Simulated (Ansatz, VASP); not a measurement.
Given: the input of a run of VASP 6.6.1 on Te2Mo.

The input INCAR:

```
SYSTEM = Te2Mo
PREC = Accurate ; ENCUT = 520
EDIFF = 1E-6 ; ISMEAR = -1
SIGMA = 0.05 ; LREAL = .False.
LASPH = .True. ; NELM = 100
ALGO = Normal ; ISIF = 2
LWAVE = .False. ; LCHARG = .False.
GGA = RP ; IVDW = 12
NBANDS = 64
```

The input KPOINTS:

```
regular mesh
0
Gamma
  4 8 2
  0 0 0
```

The input POSCAR:

```
Te2Mo
1.0
    6.4541491659      0.0000000000      0.0000000000
    0.0000000000      3.5370368810      0.0000000000
   -0.9653640253      0.0000000000     14.0988225237
Te Mo
8 4
Direct
    0.9437000000      0.7500000000      0.6045000000
    0.0563000000      0.2500000000      0.3955000000
    0.9030000000      0.2500000000      0.8514000000
    0.0970000000      0.7500000000      0.1486000000
    0.4112000000      0.7500000000      0.8955000000
    0.5888000000      0.2500000000      0.1045000000
    0.4432000000      0.2500000000      0.6484000000
    0.5568000000      0.7500000000      0.3516000000
    0.8167000000      0.7500000000      0.9926000000
    0.1833000000      0.2500000000      0.0074000000
    0.6819000000      0.2500000000      0.4934000000
    0.3181000000      0.7500000000      0.5066000000
```

Potentials or basis: VASP PAW PBE potentials, release 64 (Te, Mo_sv).

Launch:

```sh
$ cat potpaw_PBE.64/Te/POTCAR potpaw_PBE.64/Mo_sv/POTCAR > POTCAR
$ mpirun -np 1 vasp_std > vasp.out
```

Problem. Translate it to Ansatz 0.2.0. Potentials there: Ansatz PAW.

Solution. As run (the cutoff follows the program's own potentials):

input.yaml

```yaml
crystal:
  lattice:
    - [6.4541491659, 0.0, 0.0]
    - [0.0, 3.537036881, 0.0]
    - [-0.9653640253, 0.0, 14.0988225237]
  atoms:
    - { symbol: Te, position: [0.9437, 0.75, 0.6045] }
    - { symbol: Te, position: [0.0563, 0.25, 0.3955] }
    - { symbol: Te, position: [0.903, 0.25, 0.8514] }
    - { symbol: Te, position: [0.097, 0.75, 0.1486] }
    - { symbol: Te, position: [0.4112, 0.75, 0.8955] }
    - { symbol: Te, position: [0.5888, 0.25, 0.1045] }
    - { symbol: Te, position: [0.4432, 0.25, 0.6484] }
    - { symbol: Te, position: [0.5568, 0.75, 0.3516] }
    - { symbol: Mo, position: [0.8167, 0.75, 0.9926] }
    - { symbol: Mo, position: [0.1833, 0.25, 0.0074] }
    - { symbol: Mo, position: [0.6819, 0.25, 0.4934] }
    - { symbol: Mo, position: [0.3181, 0.75, 0.5066] }
hamiltonian:
  xc: rpbe
  pseudopotentials: { kind: paw }
  dispersion: d3bj
kpoints:
  mp_grid: { grid: [4, 8, 2] }
scf:
  occupations: { method: fermi_dirac, width: 0.05 }
output:
  forces: true
  stress: true
  eigenvalues: true
```

Potentials or basis: Ansatz PAW.

The run is started by

```sh
$ ansatz run input.yaml --threads 2 --pin off --max-ram 5120MiB --backend cpu --events-out ev --progress --plain --runs-dir out
```

Both were run:

|  | VASP | Ansatz | Ansatz less VASP |
| --- | --- | --- | --- |
| gap on the k mesh at the Fermi level (eV) | none | none | - |
| pressure (GPa) | -20.8 | -20.7 | +0.04 |
| traceless stress, the component that is largest in VASP (GPa) | 2.31 | 2.32 | +0.003 |
| rms of the force components (eV/Å) | 0.708 | 0.710 | +0.0017 |

VASP's potentials were made for PBE, not for RPBE. Atom by atom the forces differ by 0.003 eV/Å (rms over components). A gap of «none» marks a metal or a gap that the smearing closes. VASP's potentials hold 104 valence electrons a cell and Ansatz's 184, so a difference there can come from the potentials and not from the codes.

Neither program's run includes spin-orbit coupling.
